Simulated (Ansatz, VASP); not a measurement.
## Two plane-wave programs on B

Contents of INCAR:

```
ALGO = Normal
EDIFF = 1E-6
ENCUT = 520
GGA = RP
ISIF = 2
ISMEAR = -1
LASPH = True
LCHARG = False
LREAL = False
LWAVE = False
NBANDS = 14
NELM = 60
PREC = Accurate
SIGMA = 0.1
```

Contents of KPOINTS:

```
k-points
0
Gamma
  23 23 2
```

Contents of POSCAR:

```
B
1.0
    1.7012058592      0.0000000000      0.0000000000
   -0.8506029296      1.4732874912      0.0000000000
    0.0000000000      0.0000000000     21.0293637112
B
4
Direct
    1.0000000000      1.0000000000      0.0000000000
    1.0000000000      0.0000000000      0.5000000000
    0.3333333333      0.6666666667      0.2500000000
    0.6666666667      0.3333333333      0.7500000000
```

Input for Ansatz:

```yaml
crystal:
  lattice:
    - [1.7012058592, 0.0, 0.0]
    - [-0.8506029296, 1.4732874912, 0.0]
    - [0.0, 0.0, 21.0293637112]
  atoms:
    - { symbol: B, position: [1.0, 1.0, 0.0] }
    - { symbol: B, position: [1.0, 0.0, 0.5] }
    - { symbol: B, position: [0.3333333333, 0.6666666667, 0.25] }
    - { symbol: B, position: [0.6666666667, 0.3333333333, 0.75] }
hamiltonian:
  xc: rpbe
  pseudopotentials:
    kind: paw
    azcp:
      B: "pseudopotentials/B.paw.azcp"
basis:
  ecutwfc: 420
  fft_grid_basis: typed
kpoints:
  mp_grid: { grid: [23, 23, 2], shift: [0, 0, 0] }
magnetization:
  spin_polarized: false
scf:
  occupations: { method: fermi_dirac, width: 0.1 }
  lower_state_search: "off"
output:
  stress: true
```

Alike in both runs: task single point; functional RPBE; k mesh 23 × 23 × 2; occupations fermi-dirac, width 0.1 eV; no spin polarisation.

|  | VASP | Ansatz |
| --- | --- | --- |
| version | VASP 6.6.1 | Ansatz 0.2.0 |
| potentials or method | VASP PAW PBE potentials, release 64 (B), cutoff 520 eV | plane waves (420 eV) with PAW, scalar-relativistic |
| valence electrons in the cell | 12 | 12 |

|  | VASP | Ansatz | Ansatz less VASP |
| --- | --- | --- | --- |
| pressure (GPa) | 4.0 | 4.2 | +0.12 |
| traceless stress, the component that is largest in VASP (GPa) | -4.14 | -4.15 | -0.012 |

VASP's potentials were made for PBE, not for RPBE. The functional is the same, so the differences come from potentials, cutoffs and numerics.
